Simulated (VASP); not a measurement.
The system is BeZn2O3.

```
Be Zn O
1.0
     3.32914    0.00000    0.00000
    -1.66457    2.88312    0.00000
     0.00000    0.00000    6.54855
Be Zn O
1 2 3
Direct
  0.66667 0.33333 0.00000
  0.33333 0.66667 0.24282
  0.33333 0.66667 0.75718
  0.66667 0.33333 0.50000
  0.00000 0.00000 0.00000
  0.00000 0.00000 0.50000
```

| Property | Result |
| --- | --- |
| Program | VASP 6.6.1 |
| Task | relaxation of cell and atoms |
| Functional | PBE |
| Potentials or basis | VASP PAW PBE potentials, release 64 (Be, Zn, O) |
| Cutoff | 600 eV |
| k mesh | 4 × 4 × 2 |
| Occupations | gaussian, width 0.15 eV |
| Spin | no spin polarisation |

At the start: pressure 3.8 GPa; volume 10.48 Å³/atom.

Problem. Where does the relaxation end?

Solution. Over 9 steps the energy falls by 201.2 meV/atom and the volume is 11.46 Å³/atom (+9.4 %); space group P-6m2 (No. 187, to 0.05 Å).

The path:
| step | energy change (eV) | largest force (eV/Å) | pressure (GPa) | volume (Å³) |
| --- | --- | --- | --- | --- |
| 1 | 0.0000 | 2.1932 | 3.82 | 62.85 |
| 2 | -0.4356 | 1.7325 | -0.88 | 65.16 |
| 3 | -0.9259 | 1.1086 | -6.94 | 70.26 |
| 4 | 0.2210 | 5.3522 | -3.04 | 81.25 |
| 5 | -1.0055 | 0.9245 | -7.28 | 71.24 |
| 6 | -1.0379 | 0.6700 | -7.89 | 72.81 |
| 7 | -1.0615 | 1.4932 | 6.13 | 67.08 |
| 8 | -1.1884 | 0.2222 | -1.36 | 69.60 |
| 9 | -1.2072 | 0.0380 | -0.49 | 68.78 |

Final structure:
```cif
data_structure
_symmetry_space_group_name_H-M 'P 1'
_symmetry_Int_Tables_number 1
_cell_length_a 3.4092
_cell_length_b 3.4092
_cell_length_c 6.8338
_cell_angle_alpha 90.000
_cell_angle_beta 90.000
_cell_angle_gamma 120.000
_cell_volume 68.78
loop_
_atom_site_label
_atom_site_type_symbol
_atom_site_fract_x
_atom_site_fract_y
_atom_site_fract_z
_atom_site_occupancy
Be1 Be 0.66667 0.33333 0.00000 1
Zn1 Zn 0.33333 0.66667 0.31978 1
Zn2 Zn 0.33333 0.66667 0.68022 1
O1 O 0.66667 0.33333 0.50000 1
O2 O 0.00000 0.00000 0.00000 1
O3 O 0.00000 0.00000 0.50000 1
```

Caveat: the k points lie up to 0.53 Å⁻¹ apart in the final cell; the relaxation stopped at a loose force limit of 0.08 eV/Å, so its end isn't a converged minimum.
